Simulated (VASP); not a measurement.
# Li (I4/mmm) in VASP: notebook

The runs below take Li through single point, with r2SCAN.

Program: VASP 6.6.1. These are calculated values, not measurements. Logs are shortened: lines on timing, memory, paths and dates and some standing lists are left out, and cuts for length are marked.

### 1 The cell of the first run

Symmetry: I4/mmm, No. 139, tetragonal system. Conventional cell: a = 3.114 Å, b = 3.114 Å, c = 4.272 Å, α = 90.00°, β = 90.00°, γ = 90.00°. Within 4.0 Å of Li (site symmetry 4/mmm) lie 12 Li at 3.07 to 3.11 Å.

### 2 Single point, r2SCAN (strain -0.0300 x Voigt [0, 0, 1, 0, 0, 0])

POSCAR reads:

```
Li
1.0
    0.0000000000      2.2020000000      2.1359400000
    2.2020000000      0.0000000000      2.1359400000
    2.2020000000      2.2020000000      0.0000000000
Li
1
Direct
    0.0000000000      0.0000000000      0.0000000000
```

INCAR.step1 reads:

```
SYSTEM = Li
ALGO = Normal ; EDIFF = 1E-5
ENCUT = 830 ; GGA = PE
GGA_COMPAT = .FALSE. ; ISMEAR = 0
LASPH = .TRUE. ; LCHARG = .FALSE.
LREAL = .FALSE. ; LWAVE = .TRUE.
NBANDS = 8 ; NELM = 120
PREC = Accurate ; SIGMA = 0.15
```

INCAR.step2 reads:

```
SYSTEM = Li
ALGO = Normal ; EDIFF = 1E-6
ENCUT = 830 ; GGA_COMPAT = .FALSE.
ISIF = 2 ; ISMEAR = 0
ISTART = 1 ; LASPH = .TRUE.
LCHARG = .FALSE. ; LMIXTAU = .TRUE.
LREAL = .FALSE. ; LWAVE = .FALSE.
METAGGA = R2SCAN ; NBANDS = 8
NELM = 120 ; PREC = Accurate
SIGMA = 0.15
```

KPOINTS reads:

```
k-points
0
G
  18 18 18
  0 0 0
```

Potentials or basis: VASP PAW PBE potentials, release 64 (Li_sv).

Launch:

```bash
$ cat potpaw_PBE.64/Li_sv/POTCAR > POTCAR
$ cp INCAR.step1 INCAR
$ mpirun -np 1 vasp_std > vasp.out
$ cp INCAR.step2 INCAR
$ mpirun -np 1 vasp_std > vasp.out
```

OUTCAR:

```text
SYSTEM = Li
   EDIFF = 1E-6
   ENCUT = 830
   ISIF = 2
   ISMEAR = 0
   ISTART = 1
   LASPH = .TRUE.
   LREAL = .FALSE.
   METAGGA = R2SCAN
   NELM = 120
   PREC = Accurate

 ion  position               nearest neighbor table
   1  0.000  0.000  0.000-

  LATTYP: Found a body centered tetragonal cell.
 ALAT       =     3.1140982643
 C/A-ratio  =     1.3717871555

  Lattice vectors:

 A1 = (   0.0000000000,  -2.2020000000,  -2.1359400000)
 A2 = (   0.0000000000,   2.2020000000,  -2.1359400000)
 A3 = (   2.2020000000,   0.0000000000,   2.1359400000)

Analysis of symmetry for initial positions (statically):
=====================================================================
 Subroutine PRICEL returns:
 Original cell was already a primitive cell.

 Routine SETGRP: Setting up the symmetry group for a
 body centered tetragonal supercell.

 Subroutine GETGRP returns: Found 16 space group operations
 (whereof 16 operations were pure point group operations)
 out of a pool of 16 trial point group operations.

The static configuration has the point symmetry D_4h.

Analysis of symmetry for dynamics (positions and initial velocities):
=====================================================================
 Subroutine PRICEL returns:
 Original cell was already a primitive cell.

 Routine SETGRP: Setting up the symmetry group for a
 body centered tetragonal supercell.

 Subroutine GETGRP returns: Found 16 space group operations
 (whereof 16 operations were pure point group operations)
 out of a pool of 16 trial point group operations.

The dynamic configuration has the point symmetry D_4h.

 Subroutine INISYM returns: Found 16 space group operations
 (whereof 16 operations are pure point group operations),
 and found     1 'primitive' translations

----------------------------------------------------------------------------------------

                                     Primitive cell

  volume of cell :      20.7135

  direct lattice vectors                    reciprocal lattice vectors
     0.000000000  2.202000000  2.135940000    -0.227066303  0.227066303  0.234088973
     2.202000000  0.000000000  2.135940000     0.227066303 -0.227066303  0.234088973
     2.202000000  2.202000000  0.000000000     0.227066303  0.227066303 -0.234088973

  length of vectors
     3.067742441  3.067742441  3.114098264     0.397386285  0.397386285  0.397386285

  position of ions in fractional coordinates (direct lattice)
     0.000000000  0.000000000  0.000000000

  ion indices of the primitive-cell ions
   primitive index   ion index
                 1           1

----------------------------------------------------------------------------------------

 KPOINTS: k-points

Automatic generation of k-mesh.
 Grid dimensions read from file:
 generate k-points for:   18   18   18

 Generating k-lattice:

  Cartesian coordinates                     Fractional coordinates (reciprocal lattice)
    -0.012614795  0.012614795  0.013004943     0.055555556 -0.000000000  0.000000000
     0.012614795 -0.012614795  0.013004943    -0.000000000  0.055555556  0.000000000
     0.012614795  0.012614795 -0.013004943     0.000000000  0.000000000  0.055555556

  Length of vectors
     0.022077016  0.022077016  0.022077016

  Shift w.r.t. Gamma in fractional coordinates (k-lattice)
     0.000000000  0.000000000  0.000000000

 Subroutine IBZKPT returns following result:
 ===========================================

 Found    480 irreducible k-points:

 Following reciprocal coordinates:
            Coordinates               Weight
  0.000000  0.000000  0.000000      1.000000
  0.055556  0.000000  0.000000      8.000000
  0.111111  0.000000  0.000000      8.000000
  0.166667 -0.000000  0.000000      8.000000
  0.222222 -0.000000  0.000000      8.000000
  0.277778  0.000000  0.000000      8.000000
[... 16 lines left out ...]
 -0.277778  0.055556  0.000000      8.000000
 -0.222222  0.055556  0.000000      8.000000
 [... further k-points ...]
   k-points           NKPTS =    480   k-points in BZ     NKDIM =    480   number of bands    NBANDS=      8
   number of dos      NEDOS =    301   number of ions     NIONS =      1
   total plane-waves  NPLWV =  27000
   dimension x,y,z NGX =    30 NGY =   30 NGZ =   30
   dimension x,y,z NGXF=    60 NGYF=   60 NGZF=   60
   ions per type =               1
   NGX,Y,Z   is equivalent  to a cutoff of  16.26, 16.26, 16.02 a.u.
   NGXF,Y,Z  is equivalent  to a cutoff of  32.51, 32.51, 32.03 a.u.
 SYSTEM =  Li
   PREC   = accura    normal or accurate (medium, high low for compatibility)
   ISTART =      1    job   : 0-new  1-cont  2-samecut
   ICHARG =      0    charge: 1-file 2-atom 10-const
   ISPIN  =      1    spin polarized calculation?
   LNONCOLLINEAR =      F non collinear calculations
   LSORBIT =      F    spin-orbit coupling
   LASPH  =      T    aspherical Exc in radial PAW
   ENCUT  =  830.0 eV  61.00 Ry    7.81 a.u.   7.21  7.21  7.32*2*pi/ulx,y,z
   NELM   =    120;   NELMIN=  2; NELMDL=  0     # of ELM steps
   EDIFF  = 0.1E-05   stopping-criterion for ELM
   LREAL  =      F    real-space projection
[... 7 lines left out ...]
   TEBEG  =    0.0;   TEEND  =   0.0 temperature during run
   PSTRESS=    0.0 pullay stress
   NELECT =       3.0000    total number of electrons
   NUPDOWN=      -1.0000    fix difference up-down
   EMIN   =  10.00;   EMAX   =-10.00  energy-range for DOS
   EFERMI =   0.00;   METHOD = LEGACY
   ISMEAR =     0;   SIGMA  =   0.15  broadening in eV -4-tet -1-fermi 0-gaus
   EFERMI_NEDOS =   21; number of points for ismear=-14 and -15
   IALGO  =     38    algorithm
   IMIX   =      4    mixing-type and parameters
     AMIX     =   0.40;   BMIX     =  1.00
     AMIX_MAG =   1.60;   BMIX_MAG =  1.00
  volume/ion in A,a.u.               =      20.71       139.78
  Fermi-wavevector in a.u.,A,eV,Ry     =   0.859734  1.624661 10.056641  0.739142
  Thomas-Fermi vector in A             =   1.977133
   LORBIT       =      0    0 simple, 1 ext, 2 COOP (PROOUT), +10 PAW based schemes
   METAGGA = R2SCAN    functional components
   LHFCALC =     F    Hartree Fock is set to
   AEXX    =    0.0000 exact exchange contribution
   IVDW    =     0    specifies the selected vdW correction
   LEPSILON=     F    determine dielectric tensor
   LRPA    =     F    only Hartree local field effects (RPA)
 non-spin polarized calculation
 Gauss-broadening in eV      SIGMA  =   0.15
  energy-cutoff  :      830.00
  volume of cell :       20.71
 maximum number of plane-waves:      1154
 NGX is ok and might be reduce to    30
   NGX = 15   NGY = 15   NGZ = 15

 number of electron       2.9999999 magnetization

 Free energy of the ion-electron system (eV)
  ---------------------------------------------------
  ext. energy  EPLUGINS =         0.00000000
  ---------------------------------------------------
  free energy    TOTEN  =        -2.38880606 eV

  energy without entropy =       -2.38439719  energy(sigma->0) =       -2.38660163

 E-fermi :   0.5763     XC(G=0):  -7.3907

 val. band max:        0.5751699383   @ k =   0.5000   0.1111   0.3333
 cond. band min:       0.5940076096   @ k =   0.5000  -0.0000   0.0556
 fundamental gap:      0.0188376713
 Fermi energy:         0.5763490639

 k-point     1 :       0.0000    0.0000    0.0000
  band No.  band energies     occupation
      1     -47.5182      2.00000
      2      -3.2831      2.00000
      3      16.2753      0.00000
      4      16.3251      0.00000
      5      16.3251      0.00000
      6      19.6554      0.00000
      7      19.6554      0.00000
      8      19.7783      0.00000

 k-point     2 :       0.0556    0.0000    0.0000
  band No.  band energies     occupation
      1     -47.5177      2.00000
      2      -3.2233      2.00000
      3      15.5111      0.00000
      4      16.1338      0.00000
      5      16.1430      0.00000
      6      19.2141      0.00000
      7      19.9480      0.00000
      8      20.0019      0.00000

 k-point     3 :       0.1111    0.0000    0.0000
  band No.  band energies     occupation
      1     -47.5162      2.00000
      2      -3.0438      2.00000
      3      13.7884      0.00000
      4      15.7118      0.00000
      5      15.8027      0.00000
      6      19.1396      0.00000
      7      20.5948      0.00000
      8      20.6472      0.00000

 k-point     4 :       0.1667   -0.0000    0.0000
  band No.  band energies     occupation
      1     -47.5138      2.00000
      2      -2.7449      2.00000
      3      11.8734      0.00000
      4      15.2565      0.00000
      5      15.4335      0.00000
      6      19.3344      0.00000
      7      20.9163      0.00000
      8      21.1943      0.00000

 k-point     5 :       0.2222   -0.0000    0.0000
  band No.  band energies     occupation
      1     -47.5110      2.00000
      2      -2.3275      2.00000
      3      10.0004      0.00000
      4      14.8582      0.00000
      5      15.1170      0.00000
      6      19.5647      0.00000
      7      20.3221      0.00000
      8      20.8480      0.00000
[... 177 lines left out ...]
 k-point    22 :      -0.3333    0.0556    0.0000
  band No.  band energies     occupation
      1     -47.5040      2.00000
      2      -0.8887      2.00000
      3       6.2133      0.00000
      4      13.8254      0.00000
      5      14.6507      0.00000
      6      17.8882      0.00000
      7      18.2719      0.00000
      8      21.0711      0.00000

 k-point    23 :      -0.2778    0.0556    0.0000
  band No.  band energies     occupation
      1     -47.5067      2.00000
      2      -1.5544      2.00000
      3       7.7616      0.00000
      4      13.8447      0.00000
      5      15.0438      0.00000
      6      18.5145      0.00000
      7      18.7809      0.00000
      8      20.8700      0.00000

 k-point    24 :      -0.2222    0.0556    0.0000
  band No.  band energies     occupation
      1     -47.5097      2.00000
      2      -2.1211      2.00000
      3       9.4692      0.00000
      4      13.9858      0.00000
      5      15.4552      0.00000
      6      19.1467      0.00000
      7      19.4959      0.00000
      8      20.5730      0.00000

 [... further k-points ...]
[... 5 lines left out ...]
  --------------------------------------------------------------------------------------
  -------------------------------------------------------------------------------------
  Total       -0.0086162     -0.0086162      0.0011905      0.0000000     -0.0000000      0.0000000
  in kB       -0.6664615     -0.6664615      0.0920856      0.0000000     -0.0000000      0.0000000
  external PRESSURE =      -0.4136125 kB  Pullay stress =       0.0000000 kB

 VOLUME and BASIS-vectors are now :
 -----------------------------------------------------------------------------
  energy-cutoff  :      830.00
  volume of cell :       20.71
      direct lattice vectors                 reciprocal lattice vectors
     0.000000000  2.202000000  2.135940000    -0.227066303  0.227066303  0.234088973
     2.202000000  0.000000000  2.135940000     0.227066303 -0.227066303  0.234088973
     2.202000000  2.202000000  0.000000000     0.227066303  0.227066303 -0.234088973

 POSITION                                       TOTAL-FORCE (eV/Angst)
 -----------------------------------------------------------------------------------
      0.00000      0.00000      0.00000         0.000000     -0.000000      0.000000
 -----------------------------------------------------------------------------------
    total drift:                               -0.000000     -0.000000      0.000000

  FREE ENERGIE OF THE ION-ELECTRON SYSTEM (eV)
  ---------------------------------------------------
  free  energy   TOTEN  =        -2.3888060648 eV

  energy  without entropy=       -2.3843971936  energy(sigma->0) =       -2.38660163
```

Wall time 5.8 min (1 thread of Intel Xeon 6975P-C (Granite Rapids), shared host); peak memory 0.25 GiB.

Results:

```
Free energy            : -2.3888 eV
Pressure               : 0.0 GPa
Band gap on the k mesh : zero (an odd number of electrons rules out a gap without spin polarisation)
```

Caveat: the cell differs from its parent crystal (strain -0.0300 x Voigt [0, 0, 1, 0, 0, 0]); the PAW data sets were made with another functional, which shifts forces and pressure a little.

### 3 Single point, r2SCAN (strain -0.0150 x Voigt [0, 0, 1, 0, 0, 0])

POSCAR reads:

```
Li
1.0
    0.0000000000      2.2020000000      2.1689700000
    2.2020000000      0.0000000000      2.1689700000
    2.2020000000      2.2020000000      0.0000000000
Li
1
Direct
    0.0000000000      0.0000000000      0.0000000000
```

INCAR.step1 reads:

```
SYSTEM = Li
  PREC = Accurate
  ENCUT = 830
  ISMEAR = 0
  SIGMA = 0.15
  LREAL = .False.
  LASPH = .True.
  NELM = 120
  NBANDS = 8
  GGA = PE
  ALGO = Normal
  EDIFF = 1E-5
  LWAVE = .True.
  LCHARG = .False.
  GGA_COMPAT = .False.
```

INCAR.step2 reads:

```
SYSTEM = Li
  PREC = Accurate
  ENCUT = 830
  EDIFF = 1E-6
  ISMEAR = 0
  SIGMA = 0.15
  LREAL = .False.
  LASPH = .True.
  NELM = 120
  ALGO = Normal
  ISIF = 2
  LWAVE = .False.
  LCHARG = .False.
  METAGGA = R2SCAN
  LMIXTAU = .True.
  NBANDS = 8
  ISTART = 1
  GGA_COMPAT = .False.
```

KPOINTS reads:

```
Automatic mesh
0
Gamma
  18 18 18
  0 0 0
```

Potentials or basis: VASP PAW PBE potentials, release 64 (Li_sv).

Launch:

```bash
$ cat potpaw_PBE.64/Li_sv/POTCAR > POTCAR
$ cp INCAR.step1 INCAR
$ mpirun -np 1 vasp_std > vasp.out
$ cp INCAR.step2 INCAR
$ mpirun -np 1 vasp_std > vasp.out
```

Wall time 6 min (1 thread of Intel Xeon 6975P-C (Granite Rapids), shared host); peak memory 0.25 GiB.

It converged, with:

```yaml
Free_energy: -2.3891 eV
Pressure: -0.2 GPa
Band_gap_on_the_k_mesh: zero (an odd number of electrons rules out a gap without spin polarisation)
```

Stress tensor (GPa, compression positive):
```
-0.18  0.00  0.00
 0.00 -0.18  0.00
 0.00  0.00 -0.30
```

Levels at points of the mesh, in eV from the Fermi level:
| k point | band 1 | band 2 | band 3 | band 4 | band 5 |
| --- | --- | --- | --- | --- | --- |
| (0.00, 0.00, 0.00) | -48.16 | -3.83 | 15.56 | 15.58 | 15.58 |
| (0.50, 0.00, 0.00) | -48.14 | -0.01 | 3.03 | 13.54 | 13.81 |
| (0.50, 0.50, 0.00) | -48.14 | 1.79 | 5.02 | 8.91 | 8.91 |
| (0.50, 0.00, 0.50) | -48.14 | 1.57 | 4.82 | 9.11 | 9.18 |

Caveat: the cell differs from its parent crystal (strain -0.0150 x Voigt [0, 0, 1, 0, 0, 0]); the PAW data sets were made with another functional, which shifts forces and pressure a little.

### 4 Single point, r2SCAN (strain +0.0150 x Voigt [0, 0, 1, 0, 0, 0])

POSCAR reads:

```
Li
1.0
    0.0000000000      2.2020000000      2.2350300000
    2.2020000000      0.0000000000      2.2350300000
    2.2020000000      2.2020000000      0.0000000000
Li
1
Direct
    0.0000000000      0.0000000000      0.0000000000
```

INCAR.step1 reads:

```
SYSTEM = Li
ALGO     = Normal         ! electronic algorithm
EDIFF    = 1E-5           ! SCF threshold, eV
ENCUT    = 830            ! plane-wave cutoff, eV
GGA      = PE             ! functional
GGA_COMPAT= .False.      
ISMEAR   = 0              ! smearing method
LASPH    = .True.         ! aspherical terms in the spheres
LCHARG   = .False.        ! write CHGCAR
LREAL    = .False.        ! projectors in reciprocal space
LWAVE    = .True.         ! write WAVECAR
NBANDS   = 8              ! bands
NELM     = 120            ! most SCF steps
PREC     = Accurate       ! precision mode
SIGMA    = 0.15           ! smearing width, eV
```

INCAR.step2 reads:

```
SYSTEM = Li
ALGO     = Normal         ! electronic algorithm
EDIFF    = 1E-6           ! SCF threshold, eV
ENCUT    = 830            ! plane-wave cutoff, eV
GGA_COMPAT= .False.      
ISIF     = 2              ! what is computed and relaxed
ISMEAR   = 0              ! smearing method
ISTART   = 1            
LASPH    = .True.         ! aspherical terms in the spheres
LCHARG   = .False.        ! write CHGCAR
LMIXTAU  = .True.       
LREAL    = .False.        ! projectors in reciprocal space
LWAVE    = .False.        ! write WAVECAR
METAGGA  = R2SCAN         ! meta-GGA
NBANDS   = 8              ! bands
NELM     = 120            ! most SCF steps
PREC     = Accurate       ! precision mode
SIGMA    = 0.15           ! smearing width, eV
```

KPOINTS reads:

```
k-points
0
Gamma
  18 18 18
  0 0 0
```

Launch:

```bash
$ cat potpaw_PBE.64/Li_sv/POTCAR > POTCAR
$ cp INCAR.step1 INCAR
$ mpirun -np 1 vasp_std > vasp.out
$ cp INCAR.step2 INCAR
$ mpirun -np 1 vasp_std > vasp.out
```

It took 7.3 min on 1 thread of Intel Xeon 6975P-C (Granite Rapids), shared host; peak memory 0.26 GiB.

The run converged. Its results:

```
Free energy            : -2.3884 eV
Pressure               : -0.5 GPa
Band gap on the k mesh : zero (an odd number of electrons rules out a gap without spin polarisation)
```

Stress tensor (GPa, compression positive):
```
-0.45  0.00  0.00
 0.00 -0.45  0.00
 0.00  0.00 -0.65
```

Levels at points of the mesh, in eV from the Fermi level:
| k point | band 1 | band 2 | band 3 | band 4 | band 5 | band 6 |
| --- | --- | --- | --- | --- | --- | --- |
| (0.00, 0.00, 0.00) | -48.25 | -3.77 | 15.26 | 15.26 | 15.29 | 18.52 |
| (0.50, 0.00, 0.00) | -48.24 | 0.00 | 2.96 | 13.27 | 13.54 | 16.72 |
| (0.50, 0.50, 0.00) | -48.24 | 1.48 | 4.66 | 9.04 | 9.04 | 10.93 |
| (0.50, 0.00, 0.50) | -48.24 | 1.68 | 4.86 | 8.78 | 8.85 | 10.72 |

Caveat: the cell differs from its parent crystal (strain +0.0150 x Voigt [0, 0, 1, 0, 0, 0]); the PAW data sets were made with another functional, which shifts forces and pressure a little.

### 5 Summary

```tsv
cell	gap on the mesh (eV)	pressure (GPa)
a = 3.068, b = 3.068, c = 3.114 Å, angles 59.5, 59.5, 61.0°, 1 atom	none	0.0
a = 3.091, b = 3.091, c = 3.114 Å, angles 59.8, 59.8, 60.5°, 1 atom	none	-0.2
a = 3.138, b = 3.138, c = 3.114 Å, angles 60.2, 60.2, 59.5°, 1 atom	none	-0.5
```

Alike in all rows: task single point; level r2SCAN; potentials or basis VASP PAW PBE potentials, release 64 (Li_sv); no spin polarisation; k mesh 18 × 18 × 18; cutoff (eV) 830; smearing gaussian 0.15 eV.

Caveats: the PAW data sets were made with another functional, which shifts forces and pressure a little.

Absolute energies hang on the potentials; compare differences alone.
